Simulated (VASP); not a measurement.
Set up this calculation in VASP 6.6.1, as the native input.

- Task: single point
- Functional: r2SCAN
- Potentials or basis: VASP PAW PBE potentials, release 64 (Ca_sv, Ba_sv, S)
- Cutoff: 520 eV
- k mesh: 8 × 8 × 8
- Occupations: gaussian, width 0.01 eV
- Spin: no spin polarisation
- Dipole correction: no
- Further INCAR settings: ALGO = Normal; EDIFF = 1e-07; NBANDS = 24

The system is BaCaS2.

```
Ca Ba S
1.0
     2.13736    1.23401    7.04183
    -2.13736    1.23401    7.04183
     0.00000   -2.46801    7.04183
Ca Ba S
1 1 2
Direct
  0.00000 0.00000 0.00000
  0.50000 0.50000 0.50000
  0.25909 0.25909 0.25909
  0.74091 0.74091 0.74091
```

One way to write it, as run:

POSCAR

```
BaCaS2
1.0
    2.1373611144      1.2340060148      7.0418321904
   -2.1373611144      1.2340060148      7.0418321904
    0.0000000000     -2.4680120296      7.0418321904
Ca Ba S
1 1 2
Direct
    1.0000000000      0.0000000000      0.0000000000
    0.5000000000      0.5000000000      0.5000000000
    0.2590901373      0.2590901373      0.2590901373
    0.7409098627      0.7409098627      0.7409098627
```

INCAR.step1

```
PREC = Accurate
ENCUT = 520
ISMEAR = 0
SIGMA = 0.01
LREAL = F
LASPH = T
NELM = 100
NBANDS = 24
GGA = PE
ALGO = Normal
EDIFF = 1E-4
LWAVE = T
LCHARG = F
```

INCAR.step2

```
PREC = Accurate
ENCUT = 520
EDIFF = 1E-7
ISMEAR = 0
SIGMA = 0.01
LREAL = F
LASPH = T
NELM = 100
ALGO = Normal
ISIF = 2
LWAVE = F
LCHARG = F
METAGGA = R2SCAN
LMIXTAU = T
NBANDS = 24
ISTART = 1
```

KPOINTS

```
regular mesh
0
Gamma
  8 8 8
```

Potentials or basis: VASP PAW PBE potentials, release 64 (Ca_sv, Ba_sv, S).

The run is started by

```sh
$ cat potpaw_PBE.64/Ca_sv/POTCAR potpaw_PBE.64/Ba_sv/POTCAR potpaw_PBE.64/S/POTCAR > POTCAR
$ cp INCAR.step1 INCAR
$ mpirun -np 1 vasp_std > vasp.out
$ cp INCAR.step2 INCAR
$ mpirun -np 1 vasp_std > vasp.out
```

It gave:

| Item | Value |
| --- | --- |
| Pressure | 0.5 GPa |
| Largest force | 0.056 eV/Å |
| Band gap on the k mesh | 2.43 eV (least direct gap 2.89 eV) |

Caveat: the PAW data sets were made with another functional, which shifts forces and pressure a little; spin-orbit coupling is left out, which moves the levels of the heavy elements.

Wall time 20 min on 1 thread of AMD EPYC 9R45 96-Core Processor (Zen 5) (shared host), peak memory 0.56 GiB.
